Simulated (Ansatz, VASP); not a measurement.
## One calculation of ScAl3, two programs

The input INCAR:

```
SYSTEM = ScAl3
  PREC = Accurate
  ENCUT = 520
  EDIFF = 1E-6
  ISMEAR = -1
  SIGMA = 0.1
  LREAL = .False.
  LASPH = .True.
  NELM = 80
  ALGO = Normal
  ISIF = 2
  LWAVE = .False.
  LCHARG = .False.
  GGA = PS
  IVDW = 12
  NBANDS = 18
```

Contents of KPOINTS:

```
Automatic mesh
0
Gamma
  6 6 6
  0 0 0
```

Contents of POSCAR:

```
ScAl3
1.0
    3.9467342648      0.0000000000      0.0000000000
    0.0000000000      3.9467342648      0.0000000000
    0.0000000000      0.0000000000      3.9467342648
Sc Al
1 3
Direct
    0.0000000000      0.0000000000      0.0000000000
    0.5000000000      0.0000000000      0.5000000000
    0.0000000000      0.5000000000      0.5000000000
    0.5000000000      0.5000000000      0.0000000000
```

Input for Ansatz:

```yaml
crystal:
  lattice:
    - [3.9467342648165853, 0.0, 0.0]
    - [0.0, 3.9467342648165853, 0.0]
    - [0.0, 0.0, 3.9467342648165853]
  atoms:
    - { symbol: Sc, position: [0.0, 0.0, 0.0] }
    - { symbol: Al, position: [0.5, 0.0, 0.5] }
    - { symbol: Al, position: [0.0, 0.5, 0.5] }
    - { symbol: Al, position: [0.5, 0.5, 0.0] }
basis:
  ecutwfc: 500.0
kpoints:
  mp_grid:
    grid: [6, 6, 6]
hamiltonian:
  xc: pbesol
  dispersion: d3bj
scf:
  occupations:
    method: fermi_dirac
output:
  stress: true
```

Alike in both runs: task single point; functional PBEsol; dispersion D3(BJ); k mesh 6 × 6 × 6; no spin polarisation.

```csv
,VASP,Ansatz
version,VASP 6.6.1,Ansatz 0.2.0
potentials or method,"VASP PAW PBE potentials, release 64 (Sc_sv, Al), cutoff 520 eV","plane waves, PAW"
occupations,"fermi-dirac, width 0.1 eV",fermi-dirac
valence electrons in the cell,20,20
```

```tsv
	VASP	Ansatz	Ansatz less VASP
pressure (GPa)	6.2	6.0	-0.19
```

VASP's potentials were made for PBE, not for PBEsol.
